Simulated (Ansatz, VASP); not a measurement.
One calculation of AlGa5N6, two programs

```xyz
12
Lattice="2.9949 0.0000 0.0000 -1.4975 2.5937 0.0000 0.0000 0.0000 14.6813" Properties=species:S:1:pos:R:3 pbc="T T T"
Al    0.0000    0.0000    7.3407
Ga    1.4975    0.8646    9.7409
Ga    0.0000    1.7291   12.2117
Ga    0.0000    0.0000    0.0000
Ga    1.4975    0.8646    2.4696
Ga    0.0000    1.7291    4.9404
N     0.0000    0.0000   10.9748
N     1.4975    0.8646   13.4462
N     0.0000    1.7291    1.2352
N     0.0000    0.0000    3.7065
N     1.4975    0.8646    6.1955
N     0.0000    1.7291    8.4858
```

Alike in both runs: functional PBE; k mesh 12 × 12 × 2; occupations gaussian, width 0.02 eV; no spin polarisation.

Ansatz relaxed the structure, and its values are those at the end. VASP's run is a single point on that final structure, the one shown.

```csv
,VASP,Ansatz
version,VASP 6.6.1,Ansatz 0.2.0
potentials or method,"VASP PAW PBE potentials, release 64 (Al, Ga_d, N), cutoff 520 eV","scalar-relativistic, plane waves, PAW"
valence electrons in the cell,98,98
```

|  | VASP | Ansatz | Ansatz less VASP |
| --- | --- | --- | --- |
| gap on the k mesh at the Fermi level (eV) | 0.84 | 0.85 | +0.010 |
| least direct gap on the mesh (eV) | 1.09 | 1.10 | +0.010 |
| pressure (GPa) | 0.7 | 0.0 | -0.66 |
| rms of the force components (eV/Å) | 0.010 | 0.000 | -0.0103 |
